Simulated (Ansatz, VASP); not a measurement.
**Al2O3: VASP beside Ansatz**

Contents of INCAR:

```
SYSTEM = Al2O3
PREC = Accurate ; ENCUT = 520
EDIFF = 1E-6 ; ISMEAR = 0
SIGMA = 0.05 ; LREAL = .False.
LASPH = .True. ; NELM = 60
ALGO = Normal ; ISIF = 2
LWAVE = .False. ; LCHARG = .True.
GGA = CA ; LELF = .True.
LVHAR = .True. ; NBANDS = 20
```

File KPOINTS:

```
regular mesh
0
Gamma
  9 9 4
  0 0 0
```

File POSCAR:

```
Al2O3
1.0
    2.7689519504      0.0000000000      0.0000000000
   -1.3844759752      2.3979827309      0.0000000000
    0.0000000000      0.0000000000      9.7102246384
Al O
2 3
Direct
    0.0000000000      0.0000000000      0.1499923300
    0.0000000000      0.0000000000      0.8500076700
    0.3333333333      0.6666666667      0.2223169200
    0.6666666667      0.3333333333      0.0000000000
    0.3333333333      0.6666666667      0.7776830800
```

Input for Ansatz:

```yaml
crystal:
  lattice:
    - [2.7689519504, 0.0, 0.0]
    - [-1.3844759752, 2.3979827309, 0.0]
    - [0.0, 0.0, 9.7102246384]
  atoms:
    - { symbol: Al, position: [0.0, 0.0, 0.14999233] }
    - { symbol: Al, position: [0.0, 0.0, 0.85000767] }
    - { symbol: O, position: [0.3333333333, 0.6666666667, 0.22231692] }
    - { symbol: O, position: [0.6666666667, 0.3333333333, 0.0] }
    - { symbol: O, position: [0.3333333333, 0.6666666667, 0.77768308] }
basis:
  ecutwfc: 420
kpoints:
  mp_grid: { grid: [9, 9, 4] }
hamiltonian:
  xc: lda
scf:
  occupations: { method: gaussian, width: 0.05 }
output:
  forces: true
  stress: true
  eigenvalues: true
```

Change from the starting cell: strain -0.040 along x and y, +0.040 along z, atoms carried along.

Alike in both runs: task single point; functional LDA; k mesh 9 × 9 × 4; occupations gaussian, width 0.05 eV; no spin polarisation.

```csv
,VASP,Ansatz
version,VASP 6.6.1,Ansatz 0.2.0
potentials or method,"VASP PAW LDA potentials, release 64 (Al, O), cutoff 520 eV","scalar-relativistic, plane waves, PAW"
valence electrons in the cell,24,24
```

Ansatz gave:

| Property | Result |
| --- | --- |
| gap on the k mesh at the Fermi level (eV) | 5.56 |
| least direct gap on the mesh (eV) | 5.56 |
| pressure (GPa) | 3.5 |
| traceless stress, the component that is largest in VASP (GPa) | -14.33 |
| rms of the force components (eV/Å) | 0.484 |

What did VASP give for the same quantities?

gap on the k mesh at the Fermi level (eV): 5.57; least direct gap on the mesh (eV): 5.57; pressure (GPa): 4.4; traceless stress, the component that is largest in VASP (GPa): -14.98; rms of the force components (eV/Å): 0.492.

LDA's correlation is that of Perdew and Zunger in VASP and of Perdew and Wang (1992) in Ansatz. Atom by atom the forces differ by 0.022 eV/Å (rms over components).
